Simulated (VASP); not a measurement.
Here is a VASP 6.6.1 calculation.

Contents of INCAR:

```
SYSTEM = GeW4
PREC     = Accurate       ! precision mode
ENCUT    = 600            ! plane-wave cutoff, eV
EDIFF    = 1E-6           ! SCF threshold, eV
ISMEAR   = 0              ! smearing method
SIGMA    = 0.1            ! smearing width, eV
LREAL    = .FALSE.        ! projectors in reciprocal space
LASPH    = .TRUE.         ! aspherical terms in the spheres
NELM     = 60             ! most SCF steps
ALGO     = Fast           ! electronic algorithm
ISIF     = 3              ! what is computed and relaxed
LWAVE    = .FALSE.        ! write WAVECAR
LCHARG   = .FALSE.        ! write CHGCAR
GGA      = PE             ! functional
IBRION   = 2              ! ionic algorithm
NSW      = 90             ! ionic steps
EDIFFG   = -0.04          ! ionic threshold
```

The input KPOINTS:

```
Automatic mesh
0
G
  6 6 4
  0 0 0
```

Contents of POSCAR:

```
GeW4
1.0
    5.3323626733      0.0000000000      0.0000000000
   -2.6661813366      4.6179615373      0.0000000000
    0.0000000000      0.0000000000      5.0022852222
Ge W
1 4
Direct
    0.0000000000      0.0000000000      0.0000000000
    0.5000000000      0.0000000000      0.5000000000
    0.0000000000      0.5000000000      0.5000000000
    0.5000000000      0.5000000000      0.5000000000
    0.0000000000      0.0000000000      0.5000000000
```

Potentials or basis: VASP PAW PBE potentials, release 64 (Ge_d, W_sv).

Run with:

```sh
$ cat potpaw_PBE.64/Ge_d/POTCAR potpaw_PBE.64/W_sv/POTCAR > POTCAR
$ mpirun -np 1 vasp_std > vasp.out
```

Task: Estimate the relaxed cell.

Result: a = 5.334 Å, b = 5.334 Å, c = 4.974 Å, α = 90.00°, β = 90.00°, γ = 120.00°.

Task: Predict the relaxed volume.

Result: 24.51 Å³/atom.

Final structure:
```cif
data_structure
_symmetry_space_group_name_H-M 'P 1'
_symmetry_Int_Tables_number 1
_cell_length_a 5.3339
_cell_length_b 5.3339
_cell_length_c 4.9742
_cell_angle_alpha 90.000
_cell_angle_beta 90.000
_cell_angle_gamma 120.000
_cell_volume 122.56
loop_
_atom_site_label
_atom_site_type_symbol
_atom_site_fract_x
_atom_site_fract_y
_atom_site_fract_z
_atom_site_occupancy
Ge1 Ge 0.00000 0.00000 0.00000 1
W1 W 0.50000 0.00000 0.50000 1
W2 W 0.00000 0.50000 0.50000 1
W3 W 0.50000 0.50000 0.50000 1
W4 W 0.00000 0.00000 0.50000 1
```
